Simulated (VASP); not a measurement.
# ZrIn (P4/mmm) in VASP: further runs

The runs below take ZrIn through single point, with LDA.

Everything below comes from runs of VASP 6.6.1. Logs are shortened: lines on timing, memory, paths and dates and some standing lists are left out, and cuts for length are marked.

## Step 1: The cell of the first run

It takes space group P4/mmm (No. 123, tetragonal). The conventional cell has a = 2.498 Å, b = 2.498 Å, c = 3.873 Å, α = 90.00°, β = 90.00°, γ = 90.00°. Zr (site symmetry 4/mmm) has 4 Zr at 2.50 Å and 8 In at 2.62 Å within 3.3 Å. Within 3.3 Å of In (site symmetry 4/mmm) lie 4 In at 2.50 Å and 8 Zr at 2.62 Å.

## Step 2: Single point, LDA (12.08 Å³/atom)

INCAR reads:

```
SYSTEM = ZrIn
ALGO = Normal ; EDIFF = 1E-7
ENCUT = 520 ; GGA = CA
ISIF = 2 ; ISMEAR = -1
LASPH = .TRUE. ; LCHARG = .FALSE.
LREAL = .FALSE. ; LWAVE = .FALSE.
NBANDS = 20 ; NELM = 100
PREC = Accurate ; SIGMA = 0.05
```

KPOINTS reads:

```
k-points
0
G
  12 12 8
  0 0 0
```

POSCAR reads:

```
ZrIn
1.0
    2.4978483375      0.0000000000      0.0000000000
    0.0000000000      2.4978483375      0.0000000000
    0.0000000000      0.0000000000      3.8728389752
Zr In
1 1
Direct
    0.0000000000      0.0000000000      0.0000000000
    0.5000000000      0.5000000000      0.5000000000
```

Potentials or basis: VASP PAW LDA potentials, release 64 (Zr_sv, In_d).

Launch:

```bash
cat potpaw_LDA.64/Zr_sv/POTCAR potpaw_LDA.64/In_d/POTCAR > POTCAR
mpirun -np 1 vasp_std > vasp.out
```

OUTCAR:

```text
SYSTEM = ZrIn
   EDIFF = 1E-7
   ENCUT = 520
   GGA = CA
   ISIF = 2
   ISMEAR = -1
   LASPH = .TRUE.
   LREAL = .FALSE.
   NELM = 100
   PREC = Accurate

 ion  position               nearest neighbor table
   1  0.000  0.000  0.000-   2 2.62   2 2.62   2 2.62   2 2.62   2 2.62   2 2.62   2 2.62   2 2.62

   2  0.500  0.500  0.500-   1 2.62   1 2.62   1 2.62   1 2.62   1 2.62   1 2.62   1 2.62   1 2.62

  LATTYP: Found a simple tetragonal cell.
 ALAT       =     2.4978483375
 C/A-ratio  =     1.5504700254

  Lattice vectors:

 A1 = (   2.4978483375,   0.0000000000,   0.0000000000)
 A2 = (   0.0000000000,   2.4978483375,   0.0000000000)
 A3 = (   0.0000000000,   0.0000000000,   3.8728389752)

Analysis of symmetry for initial positions (statically):
=====================================================================
 Subroutine PRICEL returns:
 Original cell was already a primitive cell.

 Routine SETGRP: Setting up the symmetry group for a
 simple tetragonal supercell.

 Subroutine GETGRP returns: Found 16 space group operations
 (whereof 16 operations were pure point group operations)
 out of a pool of 16 trial point group operations.

The static configuration has the point symmetry D_4h.

Analysis of symmetry for dynamics (positions and initial velocities):
=====================================================================
 Subroutine PRICEL returns:
 Original cell was already a primitive cell.

 Routine SETGRP: Setting up the symmetry group for a
 simple tetragonal supercell.

 Subroutine GETGRP returns: Found 16 space group operations
 (whereof 16 operations were pure point group operations)
 out of a pool of 16 trial point group operations.

The dynamic configuration has the point symmetry D_4h.

 Subroutine INISYM returns: Found 16 space group operations
 (whereof 16 operations are pure point group operations),
 and found     1 'primitive' translations

----------------------------------------------------------------------------------------

                                     Primitive cell

  volume of cell :      24.1636

  direct lattice vectors                    reciprocal lattice vectors
     2.497848337  0.000000000  0.000000000     0.400344563  0.000000000  0.000000000
     0.000000000  2.497848337  0.000000000     0.000000000  0.400344563  0.000000000
[... 79 lines left out ...]
   ISPIN  =      1    spin polarized calculation?
   LNONCOLLINEAR =      F non collinear calculations
   LSORBIT =      F    spin-orbit coupling
   LASPH  =      T    aspherical Exc in radial PAW
   ENCUT  =  520.0 eV  38.22 Ry    6.18 a.u.   4.64  4.64  7.20*2*pi/ulx,y,z
   NELM   =    100;   NELMIN=  2; NELMDL= -5     # of ELM steps
   EDIFF  = 0.1E-06   stopping-criterion for ELM
   LREAL  =      F    real-space projection
   EDIFFG = 0.1E-05   stopping-criterion for IOM
   NSW    =      0    number of steps for IOM
   IBRION =     -1    ionic relax: 0-MD 1-quasi-New 2-CG
   NFREE  =      0    steps in history (QN), initial steepest desc. (CG)
   ISIF   =      2    stress and relaxation
   ISYM   =      2    0-nonsym 1-usesym 2-fastsym
   POTIM  = 0.5000    time-step for ionic-motion
   TEBEG  =    0.0;   TEEND  =   0.0 temperature during run
   PSTRESS=    0.0 pullay stress
   NELECT =      25.0000    total number of electrons
   NUPDOWN=      -1.0000    fix difference up-down
   EMIN   =  10.00;   EMAX   =-10.00  energy-range for DOS
   EFERMI =   0.00;   METHOD = LEGACY
   ISMEAR =    -1;   SIGMA  =   0.05  broadening in eV -4-tet -1-fermi 0-gaus
   EFERMI_NEDOS =   21; number of points for ismear=-14 and -15
   IALGO  =     38    algorithm
   IMIX   =      4    mixing-type and parameters
     AMIX     =   0.40;   BMIX     =  1.00
     AMIX_MAG =   1.60;   BMIX_MAG =  1.00
  volume/ion in A,a.u.               =      12.08        81.53
  Fermi-wavevector in a.u.,A,eV,Ry     =   1.655774  3.128959 37.301549  2.741587
  Thomas-Fermi vector in A             =   2.743812
   LORBIT       =      0    0 simple, 1 ext, 2 COOP (PROOUT), +10 PAW based schemes
   GGA     = CA    functional components
   LHFCALC =     F    Hartree Fock is set to
   AEXX    =    0.0000 exact exchange contribution
   IVDW    =     0    specifies the selected vdW correction
   LEPSILON=     F    determine dielectric tensor
   LRPA    =     F    only Hartree local field effects (RPA)
 non-spin polarized calculation
  energy-cutoff  :      520.00
  volume of cell :       24.16
 maximum number of plane-waves:       672
 NGX is ok and might be reduce to    20
   NGX =  9   NGY =  9   NGZ = 15

 number of electron      25.0000005 magnetization

 Free energy of the ion-electron system (eV)
  ---------------------------------------------------
  ext. energy  EPLUGINS =         0.00000000
  ---------------------------------------------------
  free energy    TOTEN  =        -6.99881359 eV

  energy without entropy =       -6.98830588  energy(sigma->0) =       -6.99355973

 E-fermi :  19.3608     XC(G=0): -14.7333

 val. band max:       19.3585807288   @ k =   0.2500   0.1667   0.3750
 cond. band min:      19.3713977935   @ k =   0.2500   0.0000   0.2500
 fundamental gap:      0.0128170648
 Fermi energy:        19.3607943566

 k-point     1 :       0.0000    0.0000    0.0000
  band No.  band energies     occupation
      1     -29.0424      2.00000
      2      -7.7764      2.00000
      3      -5.1914      2.00000
      4      -5.1914      2.00000
      5       1.1527      2.00000
      6       1.8430      2.00000
[... 541 lines left out ...]
     19      32.5815      0.00000
     20      33.3491      0.00000

 [... further k-points ...]

------------------------ aborting loop because EDIFF is reached ----------------------------------------

  FORCE on cell =-STRESS in cart. coord.  units (eV):
  Direction    XX          YY          ZZ          XY          YZ          ZX
  --------------------------------------------------------------------------------------
  -------------------------------------------------------------------------------------
  Total       28.4210005     28.4210005     28.4175444      0.0000000      0.0000000     -0.0000000
  in kB     1884.4662897   1884.4662897   1884.2371325      0.0000000      0.0000000     -0.0000000
  external PRESSURE =    1884.3899040 kB  Pullay stress =       0.0000000 kB

 VOLUME and BASIS-vectors are now :
 -----------------------------------------------------------------------------
  energy-cutoff  :      520.00
  volume of cell :       24.16
      direct lattice vectors                 reciprocal lattice vectors
     2.497848337  0.000000000  0.000000000     0.400344563  0.000000000  0.000000000
     0.000000000  2.497848337  0.000000000     0.000000000  0.400344563  0.000000000
     0.000000000  0.000000000  3.872838975     0.000000000  0.000000000  0.258208515

 POSITION                                       TOTAL-FORCE (eV/Angst)
 -----------------------------------------------------------------------------------
      0.00000      0.00000      0.00000         0.000000      0.000000      0.000000
      1.24892      1.24892      1.93642         0.000000      0.000000      0.000000
 -----------------------------------------------------------------------------------
    total drift:                               -0.000000      0.000000      0.000000

  FREE ENERGIE OF THE ION-ELECTRON SYSTEM (eV)
  ---------------------------------------------------
  free  energy   TOTEN  =        -6.9988135891 eV

  energy  without entropy=       -6.9883058751  energy(sigma->0) =       -6.99355973
```

stdout:

```text
POSCAR found type information on POSCAR ZrIn
 POSCAR found :  2 types and       2 ions
 scaLAPACK will be used
 LDA part: xc-table for (Slater(with rela. corr.)+CA(PZ))
 , standard interpolation
 POSCAR, INCAR and KPOINTS ok, starting setup
 FFT: planning ... GRIDC
 FFT: planning ... GRID_SOFT
 FFT: planning ... GRID
 WAVECAR not read
 entering main loop
```

It took 32 s on 1 thread of AMD EPYC 9R45 (Zen 5), shared host; peak memory 0.14 GiB.

What came out:

```
Free energy            : -6.9988 eV
Pressure               : 188.4 GPa
Band gap on the k mesh : zero (an odd number of electrons rules out a gap without spin polarisation)
```

Levels at points of the mesh, in eV from the Fermi level:
```csv
k point,band 11,band 12,band 13,band 14,band 15,band 16
"(0.00, 0.00, 0.00)",-3.18,-2.95,0.17,5.23,5.23,8.85
"(0.50, 0.00, 0.00)",-5.49,-4.37,-1.79,2.58,5.47,8.37
"(0.50, 0.50, 0.00)",-0.86,-0.86,-0.27,-0.27,1.35,5.17
"(0.00, 0.00, 0.50)",-5.99,-3.50,-1.76,3.03,3.03,8.73
"(0.50, 0.00, 0.50)",-4.39,-1.39,0.83,3.05,3.33,5.86
"(0.50, 0.50, 0.50)",-5.39,-5.39,2.20,3.00,6.81,7.41
```

Caveat: the cell stands under pressure; spin-orbit coupling is left out, which moves the levels of the heavy elements.

## Step 3: Single point, LDA

This run uses another cell than the first one, of 18.67 Å³/atom.

INCAR reads:

```
SYSTEM = ZrIn
PREC = Accurate
ENCUT = 520
EDIFF = 1E-6
ISMEAR = -1
SIGMA = 0.05
LREAL = .False.
LASPH = .True.
NELM = 60
ALGO = Normal
ISIF = 2
LWAVE = .False.
LCHARG = .False.
NBANDS = 20
```

KPOINTS reads:

```
Automatic mesh
0
Gamma
  12 12 8
  0 0 0
```

POSCAR reads:

```
ZrIn
1.0
    2.9810259726      0.0000000000      0.0000000000
    0.0000000000      2.9810259726      0.0000000000
    0.0000000000      0.0000000000      4.2022925958
Zr In
1 1
Direct
    0.0000000000      0.0000000000      0.0000000000
    0.5000000000      0.5000000000      0.5000000000
```

Potentials or basis: VASP PAW LDA potentials, release 64 (Zr_sv, In_d).

Launch:

```bash
cat potpaw_LDA.64/Zr_sv/POTCAR potpaw_LDA.64/In_d/POTCAR > POTCAR
mpirun -np 1 vasp_std > vasp.out
```

OUTCAR:

```text
SYSTEM = ZrIn
   PREC = Accurate
   ENCUT = 520
   EDIFF = 1E-6
   ISMEAR = -1
   LREAL = .False.
   LASPH = .True.
   NELM = 60
   ISIF = 2

 ion  position               nearest neighbor table
   1  0.000  0.000  0.000-   2 2.98   2 2.98   2 2.98   2 2.98   2 2.98   2 2.98   2 2.98   2 2.98

   2  0.500  0.500  0.500-   1 2.98   1 2.98   1 2.98   1 2.98   1 2.98   1 2.98   1 2.98   1 2.98

  LATTYP: Found a simple tetragonal cell.
 ALAT       =     2.9810259726
 C/A-ratio  =     1.4096799674

  Lattice vectors:

[... 740 lines left out ...]

  FORCE on cell =-STRESS in cart. coord.  units (eV):
  Direction    XX          YY          ZZ          XY          YZ          ZX
  --------------------------------------------------------------------------------------
  -------------------------------------------------------------------------------------
  Total        3.3374454      3.3374454      3.3455015      0.0000000      0.0000000     -0.0000000
  in kB      143.1881047    143.1881047    143.5337422      0.0000000      0.0000000     -0.0000000
  external PRESSURE =     143.3033172 kB  Pullay stress =       0.0000000 kB

 VOLUME and BASIS-vectors are now :
 -----------------------------------------------------------------------------
  energy-cutoff  :      520.00
  volume of cell :       37.34
      direct lattice vectors                 reciprocal lattice vectors
     2.981025973  0.000000000  0.000000000     0.335454977  0.000000000  0.000000000
     0.000000000  2.981025973  0.000000000     0.000000000  0.335454977  0.000000000
     0.000000000  0.000000000  4.202292596     0.000000000  0.000000000  0.237965343

 POSITION                                       TOTAL-FORCE (eV/Angst)
 -----------------------------------------------------------------------------------
      0.00000      0.00000      0.00000         0.000000      0.000000      0.000000
      1.49051      1.49051      2.10115         0.000000      0.000000      0.000000
 -----------------------------------------------------------------------------------
    total drift:                                0.000000      0.000000     -0.000000

  FREE ENERGIE OF THE ION-ELECTRON SYSTEM (eV)
  ---------------------------------------------------
  free  energy   TOTEN  =       -13.1990732366 eV

  energy  without entropy=      -13.1892665320  energy(sigma->0) =      -13.19416988
```

OSZICAR:

```text
N       E                     dE             d eps       ncg     rms          rms(c)
DAV:   1     0.235610447545E+03    0.23561E+03   -0.13017E+04  5764   0.167E+03
DAV:   2     0.363372542738E+01   -0.23198E+03   -0.22450E+03  5732   0.425E+02
DAV:   3    -0.128612363471E+02   -0.16495E+02   -0.16129E+02  6828   0.111E+02
DAV:   4    -0.137089907709E+02   -0.84775E+00   -0.84198E+00  9004   0.199E+01
DAV:   5    -0.137265187078E+02   -0.17528E-01   -0.17521E-01  6720   0.264E+00    0.153E+01
DAV:   6    -0.132927967422E+02    0.43372E+00   -0.54238E-01  7264   0.861E+00    0.647E+00
DAV:   7    -0.132030217970E+02    0.89775E-01   -0.24780E-01  8036   0.506E+00    0.111E+00
DAV:   8    -0.131992687564E+02    0.37530E-02   -0.17618E-02  7036   0.118E+00    0.207E-01
DAV:   9    -0.131990889341E+02    0.17982E-03   -0.12045E-03  8396   0.269E-01    0.908E-02
DAV:  10    -0.131990767287E+02    0.12205E-04   -0.95504E-05  7648   0.910E-02    0.277E-02
DAV:  11    -0.131990734332E+02    0.32955E-05   -0.10995E-05  7900   0.371E-02    0.684E-03
DAV:  12    -0.131990732366E+02    0.19662E-06   -0.89663E-07  4008   0.903E-03
   1 F= -.13199073E+02 E0= -.13194170E+02  d E =-.980670E-02
```

stdout:

```text
POSCAR found type information on POSCAR ZrIn
 POSCAR found :  2 types and       2 ions
 scaLAPACK will be used
 LDA part: xc-table for (Slater(with rela. corr.)+CA(PZ))
 , standard interpolation
 POSCAR, INCAR and KPOINTS ok, starting setup
 FFT: planning ... GRIDC
 FFT: planning ... GRID_SOFT
 FFT: planning ... GRID
 WAVECAR not read
 entering main loop
```

It took 40 s on 1 thread of AMD EPYC 9R45 (Zen 5), shared host; peak memory 0.18 GiB.

What came out:

```
Free energy            : -13.1991 eV
Pressure               : 14.3 GPa
Band gap on the k mesh : zero (an odd number of electrons rules out a gap without spin polarisation)
```

Caveat: the cell stands under pressure; spin-orbit coupling is left out, which moves the levels of the heavy elements.

The gap in the log of VASP goes by the Fermi energy; the results here count the filled bands.